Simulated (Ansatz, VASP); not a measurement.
# Cd in VASP and in Ansatz

Contents of INCAR:

```
PREC = Accurate ; ENCUT = 520
EDIFF = 1E-6 ; ISMEAR = 0
SIGMA = 0.15 ; LREAL = False
LASPH = True ; NELM = 100
ALGO = Normal ; ISIF = 2
LWAVE = False ; LCHARG = True
GGA = PS ; LELF = True
LVHAR = True ; NBANDS = 19
```

The input KPOINTS:

```
regular mesh
0
Gamma
  18 18 8
```

POSCAR

```
Cd
1.0
    2.8299288827      0.0000000000      0.0000000000
   -1.4149644413      2.4507903033      0.0000000000
    0.0000000000      0.0000000000      5.4772087500
Cd
2
Direct
    0.3333333333      0.6666666667      0.2500000000
    0.6666666667      0.3333333333      0.7500000000
```

Input for Ansatz:

```yaml
crystal:
  lattice:
    - [2.8299288827, 0.0, 0.0]
    - [-1.4149644413, 2.4507903033, 0.0]
    - [0.0, 0.0, 5.47720875]
  atoms:
    - { symbol: Cd, position: [0.3333333333, 0.6666666667, 0.25] }
    - { symbol: Cd, position: [0.6666666667, 0.3333333333, 0.75] }
basis:
  ecutwfc: 420
kpoints:
  mp_grid: { grid: [18, 18, 8] }
hamiltonian:
  xc: pbesol
scf:
  occupations: { method: gaussian, width: 0.15 }
output:
  forces: true
  stress: true
  eigenvalues: true
```

Change from the starting cell: strain -0.050 along x and y, -0.025 along z, atoms carried along.

Alike in both runs: task single point; functional PBEsol; k mesh 18 × 18 × 8; occupations gaussian, width 0.15 eV; no spin polarisation.

```csv
,VASP,Ansatz
version,VASP 6.6.1,Ansatz 0.2.0
potentials or method,"VASP PAW PBE potentials, release 64 (Cd), cutoff 520 eV","scalar-relativistic, plane waves, PAW"
valence electrons in the cell,24,40
```

```tsv
	VASP	Ansatz	Ansatz less VASP
gap on the k mesh at the Fermi level (eV)	none	none	-
pressure (GPa)	9.9	9.2	-0.68
traceless stress, the component that is largest in VASP (GPa)	-4.14	-3.83	+0.311
```

VASP's potentials were made for PBE, not for PBEsol. A gap of «none» marks a metal or a gap that the smearing closes. With one functional, cell and mesh, what is left measures potentials, basis and numerics. VASP's potentials hold 24 valence electrons a cell and Ansatz's 40, so a difference there can come from the potentials and not from the codes.
